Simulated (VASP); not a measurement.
# K (Im-3m) in VASP: a series of runs

Runs on K. Level: PBEsol. Tasks: electric field gradients.

Everything below comes from runs of VASP 6.6.1. Logs are shortened: lines on timing, memory, paths and dates and some standing lists are left out, and cuts for length are marked.

## (1) The cell of the first run

It takes space group Im-3m (No. 229, cubic). The conventional cell has a = 5.359 Å, b = 5.359 Å, c = 5.359 Å, α = 90.00°, β = 90.00°, γ = 90.00°.

## (2) Electric field gradients, PBEsol (volume scaled by 0.98)

The input, INCAR:

```
PREC = Accurate
ENCUT = 400
EDIFF = 1E-8
ISMEAR = -1
SIGMA = 0.05
LREAL = False
LASPH = True
NELM = 120
ALGO = Normal
ISIF = 2
LWAVE = False
LCHARG = False
GGA = PS
LEFG = True
NBANDS = 10
GGA_COMPAT = False
```

The input, KPOINTS:

```
Automatic mesh
0
Gamma
  10 10 10
```

The input, POSCAR:

```
K
1.0
   -2.6794535516      2.6794535516      2.6794535516
    2.6794535516     -2.6794535516      2.6794535516
    2.6794535516      2.6794535516     -2.6794535516
K
1
Direct
    0.0000000000      0.0000000000      0.0000000000
```

Potentials or basis: VASP PAW PBE potentials, release 64 (K_sv).

On the command line:

```
> cat potpaw_PBE.64/K_sv/POTCAR > POTCAR
> mpirun -np 1 vasp_std > vasp.out
```

OUTCAR:

```text
PREC = Accurate
   ENCUT = 400
   EDIFF = 1E-8
   ISMEAR = -1
   LREAL = False
   LASPH = True
   NELM = 120
   ISIF = 2
   GGA = PS

 ion  position               nearest neighbor table
   1  0.000  0.000  0.000-

  LATTYP: Found a body centered cubic cell.
 ALAT       =     5.3589071032

  Lattice vectors:

 A1 = (  -2.6794535516,   2.6794535516,   2.6794535516)
 A2 = (   2.6794535516,  -2.6794535516,   2.6794535516)
 A3 = (   2.6794535516,   2.6794535516,  -2.6794535516)

Analysis of symmetry for initial positions (statically):
=====================================================================
 Subroutine PRICEL returns:
 Original cell was already a primitive cell.

 Routine SETGRP: Setting up the symmetry group for a
 body centered cubic supercell.

 Subroutine GETGRP returns: Found 48 space group operations
 (whereof 48 operations were pure point group operations)
 out of a pool of 48 trial point group operations.

The static configuration has the point symmetry O_h .

Analysis of symmetry for dynamics (positions and initial velocities):
=====================================================================
 Subroutine PRICEL returns:
 Original cell was already a primitive cell.

 Routine SETGRP: Setting up the symmetry group for a
 body centered cubic supercell.

 Subroutine GETGRP returns: Found 48 space group operations
 (whereof 48 operations were pure point group operations)
 out of a pool of 48 trial point group operations.

The dynamic configuration has the point symmetry O_h .

 Subroutine INISYM returns: Found 48 space group operations
 (whereof 48 operations are pure point group operations),
 and found     1 'primitive' translations

----------------------------------------------------------------------------------------

                                     Primitive cell

  volume of cell :      76.9482

  direct lattice vectors                    reciprocal lattice vectors
    -2.679453552  2.679453552  2.679453552     0.000000000  0.186605213  0.186605213
     2.679453552 -2.679453552  2.679453552     0.186605213  0.000000000  0.186605213
     2.679453552  2.679453552 -2.679453552     0.186605213  0.186605213  0.000000000

  length of vectors
     4.640949688  4.640949688  4.640949688     0.263899623  0.263899623  0.263899623

  position of ions in fractional coordinates (direct lattice)
     0.000000000  0.000000000  0.000000000

  ion indices of the primitive-cell ions
   primitive index   ion index
                 1           1

----------------------------------------------------------------------------------------

 KPOINTS: Automatic mesh

Automatic generation of k-mesh.
 Grid dimensions read from file:
 generate k-points for:   10   10   10

 Generating k-lattice:

  Cartesian coordinates                     Fractional coordinates (reciprocal lattice)
     0.000000000  0.018660521  0.018660521     0.100000000  0.000000000  0.000000000
     0.018660521  0.000000000  0.018660521     0.000000000  0.100000000  0.000000000
     0.018660521  0.018660521  0.000000000     0.000000000  0.000000000  0.100000000

  Length of vectors
     0.026389962  0.026389962  0.026389962

  Shift w.r.t. Gamma in fractional coordinates (k-lattice)
     0.000000000  0.000000000  0.000000000

 Subroutine IBZKPT returns following result:
 ===========================================

 Found     47 irreducible k-points:

 Following reciprocal coordinates:
            Coordinates               Weight
  0.000000  0.000000  0.000000      1.000000
  0.100000  0.000000  0.000000     12.000000
  0.200000  0.000000  0.000000     12.000000
  0.300000  0.000000  0.000000     12.000000
  0.400000  0.000000  0.000000     12.000000
  0.500000  0.000000  0.000000      6.000000
[... 16 lines left out ...]
  0.300000  0.300000  0.100000      8.000000
 -0.300000  0.300000  0.100000     24.000000
 [... further k-points ...]
   k-points           NKPTS =     47   k-points in BZ     NKDIM =     47   number of bands    NBANDS=     10
   number of dos      NEDOS =    301   number of ions     NIONS =      1
   total plane-waves  NPLWV =  27000
   dimension x,y,z NGX =    30 NGY =   30 NGZ =   30
   dimension x,y,z NGXF=    60 NGYF=   60 NGZF=   60
   ions per type =               1
   NGX,Y,Z   is equivalent  to a cutoff of  10.75, 10.75, 10.75 a.u.
   NGXF,Y,Z  is equivalent  to a cutoff of  21.49, 21.49, 21.49 a.u.
 SYSTEM =  unknown system
   PREC   = accura    normal or accurate (medium, high low for compatibility)
   ISTART =      0    job   : 0-new  1-cont  2-samecut
   ICHARG =      2    charge: 1-file 2-atom 10-const
   ISPIN  =      1    spin polarized calculation?
   LNONCOLLINEAR =      F non collinear calculations
   LSORBIT =      F    spin-orbit coupling
   LASPH  =      T    aspherical Exc in radial PAW
   ENCUT  =  400.0 eV  29.40 Ry    5.42 a.u.   7.57  7.57  7.57*2*pi/ulx,y,z
   NELM   =    120;   NELMIN=  2; NELMDL= -5     # of ELM steps
   EDIFF  = 0.1E-07   stopping-criterion for ELM
   LREAL  =      F    real-space projection
   EDIFFG = 0.1E-06   stopping-criterion for IOM
   NSW    =      0    number of steps for IOM
   IBRION =     -1    ionic relax: 0-MD 1-quasi-New 2-CG
   NFREE  =      0    steps in history (QN), initial steepest desc. (CG)
   ISIF   =      2    stress and relaxation
   ISYM   =      2    0-nonsym 1-usesym 2-fastsym
   POTIM  = 0.5000    time-step for ionic-motion
   TEBEG  =    0.0;   TEEND  =   0.0 temperature during run
   PSTRESS=    0.0 pullay stress
   NELECT =       9.0000    total number of electrons
   NUPDOWN=      -1.0000    fix difference up-down
   EMIN   =  10.00;   EMAX   =-10.00  energy-range for DOS
   EFERMI =   0.00;   METHOD = LEGACY
   ISMEAR =    -1;   SIGMA  =   0.05  broadening in eV -4-tet -1-fermi 0-gaus
   EFERMI_NEDOS =   21; number of points for ismear=-14 and -15
   IALGO  =     38    algorithm
   IMIX   =      4    mixing-type and parameters
     AMIX     =   0.40;   BMIX     =  1.00
     AMIX_MAG =   1.60;   BMIX_MAG =  1.00
  volume/ion in A,a.u.               =      76.95       519.27
  Fermi-wavevector in a.u.,A,eV,Ry     =   0.800613  1.512940  8.721084  0.640982
  Thomas-Fermi vector in A             =   1.907942
   LORBIT       =      0    0 simple, 1 ext, 2 COOP (PROOUT), +10 PAW based schemes
   GGA     = PS    functional components
   LHFCALC =     F    Hartree Fock is set to
   AEXX    =    0.0000 exact exchange contribution
   IVDW    =     0    specifies the selected vdW correction
   LEPSILON=     F    determine dielectric tensor
   LRPA    =     F    only Hartree local field effects (RPA)
 non-spin polarized calculation
  energy-cutoff  :      400.00
  volume of cell :       76.95
 maximum number of plane-waves:      1433
   NGX = 15   NGY = 15   NGZ = 15

 number of electron       9.0000001 magnetization

 Free energy of the ion-electron system (eV)
  ---------------------------------------------------
  ext. energy  EPLUGINS =         0.00000000
  ---------------------------------------------------
  free energy    TOTEN  =        -1.12931300 eV

  energy without entropy =       -1.12124103  energy(sigma->0) =       -1.12527702

 E-fermi :  -0.2622     XC(G=0):  -5.5855

 val. band max:       -0.2708569251   @ k =   0.3000   0.2000   0.0000
 cond. band min:      -0.1767150168   @ k =  -0.4000   0.4000   0.2000
 fundamental gap:      0.0941419083
 Fermi energy:        -0.2621715116

 k-point     1 :       0.0000    0.0000    0.0000
  band No.  band energies     occupation
      1     -32.2849      2.00000
      2     -15.7968      2.00000
      3     -15.7968      2.00000
      4     -15.7968      2.00000
      5      -2.3547      2.00000
      6       3.9906      0.00000
      7       3.9906      0.00000
      8       3.9906      0.00000
      9       4.8829      0.00000
     10       4.8829      0.00000

 k-point     2 :       0.1000    0.0000    0.0000
  band No.  band energies     occupation
      1     -32.2845      2.00000
      2     -15.8025      2.00000
      3     -15.7987      2.00000
      4     -15.7968      2.00000
      5      -2.2349      2.00000
      6       3.7913      0.00000
      7       3.8348      0.00000
      8       4.0837      0.00000
      9       4.6911      0.00000
     10       4.8505      0.00000

 k-point     3 :       0.2000    0.0000    0.0000
  band No.  band energies     occupation
      1     -32.2837      2.00000
      2     -15.8172      2.00000
      3     -15.8037      2.00000
      4     -15.7968      2.00000
      5      -1.8826      2.00000
      6       3.0858      0.00000
      7       3.5023      0.00000
      8       4.3591      0.00000
      9       4.6583      0.00000
     10       4.8150      0.00000

 k-point     4 :       0.3000    0.0000    0.0000
  band No.  band energies     occupation
      1     -32.2827      2.00000
      2     -15.8352      2.00000
      3     -15.8098      2.00000
      4     -15.7967      2.00000
      5      -1.3191      2.00000
      6       2.1786      0.00000
      7       3.1800      0.00000
      8       4.7190      0.00000
      9       4.8046      0.00000
     10       4.8733      0.00000

 k-point     5 :       0.4000    0.0000    0.0000
  band No.  band energies     occupation
      1     -32.2818      2.00000
      2     -15.8496      2.00000
      3     -15.8148      2.00000
      4     -15.7967      2.00000
      5      -0.5810      1.99660
      6       1.2365      0.00000
      7       2.9625      0.00000
      8       4.6152      0.00000
      9       5.0800      0.00000
     10       5.3974      0.00000

 k-point     6 :       0.5000    0.0000    0.0000
  band No.  band energies     occupation
      1     -32.2815      2.00000
      2     -15.8550      2.00000
      3     -15.8167      2.00000
      4     -15.7967      2.00000
      5       0.1852      0.00026
      6       0.4038      0.00000
      7       2.8868      0.00000
      8       4.5170      0.00000
      9       5.4001      0.00000
     10       5.5270      0.00000
[... 183 lines left out ...]
 k-point    21 :       0.3000    0.2000    0.1000
  band No.  band energies     occupation
      1     -32.2814      2.00000
      2     -15.8428      2.00000
      3     -15.8227      2.00000
      4     -15.8069      2.00000
      5       0.3027      0.00002
      6       1.1216      0.00000
      7       1.8739      0.00000
      8       3.6052      0.00000
      9       5.2404      0.00000
     10       5.4201      0.00000

 k-point    22 :      -0.2000    0.2000    0.1000
  band No.  band energies     occupation
      1     -32.2834      2.00000
      2     -15.8171      2.00000
      3     -15.8057      2.00000
      4     -15.8014      2.00000
      5      -1.7670      2.00000
      6       3.1247      0.00000
      7       3.4684      0.00000
      8       4.0030      0.00000
      9       4.3843      0.00000
     10       5.2237      0.00000

 k-point    23 :       0.3000    0.3000    0.1000
  band No.  band energies     occupation
      1     -32.2813      2.00000
      2     -15.8333      2.00000
      3     -15.8333      2.00000
      4     -15.8088      2.00000
      5       0.9680      0.00000
      6       0.9680      0.00000
      7       1.3222      0.00000
      8       3.3768      0.00000
      9       5.3379      0.00000
     10       5.3379      0.00000

 k-point    24 :      -0.3000    0.3000    0.1000
  band No.  band energies     occupation
      1     -32.2824      2.00000
      2     -15.8344      2.00000
      3     -15.8119      2.00000
      4     -15.8011      2.00000
      5      -1.2087      2.00000
      6       2.2313      0.00000
      7       3.1794      0.00000
      8       4.0379      0.00000
      9       4.8171      0.00000
     10       5.2418      0.00000

 [... further k-points ...]
[... 5 lines left out ...]
  --------------------------------------------------------------------------------------
  -------------------------------------------------------------------------------------
  Total       -0.1252767     -0.1252767     -0.1252767     -0.0000000     -0.0000000      0.0000000
  in kB       -2.6084489     -2.6084489     -2.6084489     -0.0000000     -0.0000000      0.0000000
  external PRESSURE =      -2.6084489 kB  Pullay stress =       0.0000000 kB

 VOLUME and BASIS-vectors are now :
 -----------------------------------------------------------------------------
  energy-cutoff  :      400.00
  volume of cell :       76.95
      direct lattice vectors                 reciprocal lattice vectors
    -2.679453552  2.679453552  2.679453552     0.000000000  0.186605213  0.186605213
     2.679453552 -2.679453552  2.679453552     0.186605213  0.000000000  0.186605213
     2.679453552  2.679453552 -2.679453552     0.186605213  0.186605213  0.000000000

 POSITION                                       TOTAL-FORCE (eV/Angst)
 -----------------------------------------------------------------------------------
      0.00000      0.00000      0.00000         0.000000      0.000000     -0.000000
 -----------------------------------------------------------------------------------
    total drift:                               -0.000000     -0.000000      0.000000

  FREE ENERGIE OF THE ION-ELECTRON SYSTEM (eV)
  ---------------------------------------------------
  free  energy   TOTEN  =        -1.1293130049 eV

  energy  without entropy=       -1.1212410285  energy(sigma->0) =       -1.12527702

 Electric field gradients (V/A^2)
---------------------------------------------------------------------
 ion       V_xx      V_yy      V_zz      V_xy      V_xz      V_yz
---------------------------------------------------------------------
   1       0.000    -0.000    -0.000    -0.001    -0.001    -0.001
---------------------------------------------------------------------

 Electric field gradients after diagonalization (V/A^2)
 (convention: |V_zz| > |V_xx| > |V_yy|)
----------------------------------------------------------------------
 ion       V_xx      V_yy      V_zz     asymmetry (V_yy - V_xx)/ V_zz
----------------------------------------------------------------------
   1       0.001     0.001    -0.002       0.000
----------------------------------------------------------------------

           NMR quadrupolar parameters

 Cq : quadrupolar parameter    Cq=e*Q*V_zz/h
 eta: asymmetry parameters     (V_yy - V_xx)/ V_zz
 Q  : nuclear electric quadrupole moment in mb (millibarn)
----------------------------------------------------------------------
 ion       Cq(MHz)       eta       Q (mb)
----------------------------------------------------------------------
   1      -0.000       0.000       1.000
----------------------------------------------------------------------
```

Run time: 15 s. Hardware: 1 thread of Intel Xeon 6975P-C (Granite Rapids), shared host; peak memory 0.17 GiB.

Results:

```
Free energy : -1.1293 eV
Pressure    : -0.3 GPa
```

Levels at points of the mesh, in eV from the Fermi level:
```tsv
k point	band 1	band 2	band 3	band 4	band 5	band 6	band 7	band 8	band 9	band 10
(0.00, 0.00, 0.00)	-32.02	-15.53	-15.53	-15.53	-2.09	4.25	4.25	4.25	5.15	5.15
(0.50, 0.00, 0.00)	-32.02	-15.59	-15.55	-15.53	0.45	0.67	3.15	4.78	5.66	5.79
(0.50, 0.50, 0.50)	-32.02	-15.58	-15.58	-15.58	1.70	1.70	3.35	3.35	3.35	5.27
```

Caveat: the cell differs from its parent crystal (volume scaled by 0.98); without QUAD_EFG the Cq values of the log hold for a quadrupole moment of 1 mb, not for the nuclei; the PAW data sets were made with another functional, which shifts forces and pressure a little.

## (3) Electric field gradients, PBEsol

This run uses another cell than the first one, of 78.52 Å³/atom, 1.020 times its volume.

The input, INCAR:

```
SYSTEM = K
PREC     = Accurate       ! precision mode
ENCUT    = 400            ! plane-wave cutoff, eV
EDIFF    = 1E-8           ! SCF threshold, eV
ISMEAR   = -1             ! smearing method
SIGMA    = 0.05           ! smearing width, eV
LREAL    = .FALSE.        ! projectors in reciprocal space
LASPH    = .TRUE.         ! aspherical terms in the spheres
NELM     = 120            ! most SCF steps
ALGO     = Normal         ! electronic algorithm
ISIF     = 2              ! what is computed and relaxed
LWAVE    = .FALSE.        ! write WAVECAR
LCHARG   = .FALSE.        ! write CHGCAR
GGA      = PS             ! functional
LEFG     = .TRUE.       
NBANDS   = 10             ! bands
GGA_COMPAT= .FALSE.
```

The input, KPOINTS:

```
regular mesh
0
G
  10 10 10
  0 0 0
```

The input, POSCAR:

```
K
1.0
   -2.6975585167      2.6975585167      2.6975585167
    2.6975585167     -2.6975585167      2.6975585167
    2.6975585167      2.6975585167     -2.6975585167
K
1
Direct
    0.0000000000      0.0000000000      0.0000000000
```

Potentials or basis: VASP PAW PBE potentials, release 64 (K_sv).

On the command line:

```
> cat potpaw_PBE.64/K_sv/POTCAR > POTCAR
> mpirun -np 1 vasp_std > vasp.out
```

OUTCAR:

```text
SYSTEM = K
   PREC = Accurate
   ENCUT = 400
   EDIFF = 1E-8
   ISMEAR = -1
   LREAL = .FALSE.
   LASPH = .TRUE.
   NELM = 120
   ISIF = 2
   GGA = PS

 ion  position               nearest neighbor table
   1  0.000  0.000  0.000-

  LATTYP: Found a body centered cubic cell.
 ALAT       =     5.3951170334

  Lattice vectors:

 A1 = (  -2.6975585167,   2.6975585167,   2.6975585167)
[... 518 lines left out ...]
    total drift:                               -0.000000     -0.000000      0.000000

  FREE ENERGIE OF THE ION-ELECTRON SYSTEM (eV)
  ---------------------------------------------------
  free  energy   TOTEN  =        -1.1265730701 eV

  energy  without entropy=       -1.1184513055  energy(sigma->0) =       -1.12251219

 Electric field gradients (V/A^2)
---------------------------------------------------------------------
 ion       V_xx      V_yy      V_zz      V_xy      V_xz      V_yz
---------------------------------------------------------------------
   1       0.000    -0.000    -0.000    -0.001    -0.001    -0.001
---------------------------------------------------------------------

 Electric field gradients after diagonalization (V/A^2)
 (convention: |V_zz| > |V_xx| > |V_yy|)
----------------------------------------------------------------------
 ion       V_xx      V_yy      V_zz     asymmetry (V_yy - V_xx)/ V_zz
----------------------------------------------------------------------
   1       0.001     0.001    -0.002       0.000
----------------------------------------------------------------------

           NMR quadrupolar parameters

 Cq : quadrupolar parameter    Cq=e*Q*V_zz/h
 eta: asymmetry parameters     (V_yy - V_xx)/ V_zz
 Q  : nuclear electric quadrupole moment in mb (millibarn)
----------------------------------------------------------------------
 ion       Cq(MHz)       eta       Q (mb)
----------------------------------------------------------------------
   1      -0.000       0.000       1.000
----------------------------------------------------------------------
```

stdout:

```text
POSCAR found type information on POSCAR K
 POSCAR found :  1 types and       1 ions
 scaLAPACK will be used
 -----------------------------------------------------------------------------
|                                                                             |
|                                                                             |
|     You enforced a specific xc type in the INCAR file but a different       |
|     I HOPE YOU KNOW WHAT YOU ARE DOING!                                     |
|                                                                             |
 -----------------------------------------------------------------------------

 LDA part: xc-table for (Slater+PW92), standard interpolation
 POSCAR, INCAR and KPOINTS ok, starting setup
 FFT: planning ... GRIDC
 FFT: planning ... GRID_SOFT
 FFT: planning ... GRID
 WAVECAR not read
 entering main loop
ion   1
```

Run time: 12 s. Hardware: 1 thread of Intel Xeon 6975P-C (Granite Rapids), shared host; peak memory 0.17 GiB.

What came out:

```
Free energy : -1.1266 eV
Pressure    : -0.3 GPa
```

Levels at points of the mesh, in eV from the Fermi level:
| k point | band 1 | band 2 | band 3 | band 4 | band 5 | band 6 | band 7 | band 8 | band 9 | band 10 |
| --- | --- | --- | --- | --- | --- | --- | --- | --- | --- | --- |
| (0.00, 0.00, 0.00) | -32.04 | -15.55 | -15.55 | -15.55 | -2.06 | 4.23 | 4.23 | 4.23 | 5.11 | 5.11 |
| (0.50, 0.00, 0.00) | -32.03 | -15.60 | -15.57 | -15.55 | 0.45 | 0.66 | 3.14 | 4.73 | 5.62 | 5.72 |
| (0.50, 0.50, 0.50) | -32.03 | -15.59 | -15.59 | -15.59 | 1.71 | 1.71 | 3.30 | 3.30 | 3.30 | 5.15 |

Caveat: without QUAD_EFG the Cq values of the log hold for a quadrupole moment of 1 mb, not for the nuclei; the PAW data sets were made with another functional, which shifts forces and pressure a little.

(Continued in part 2 of 2.)
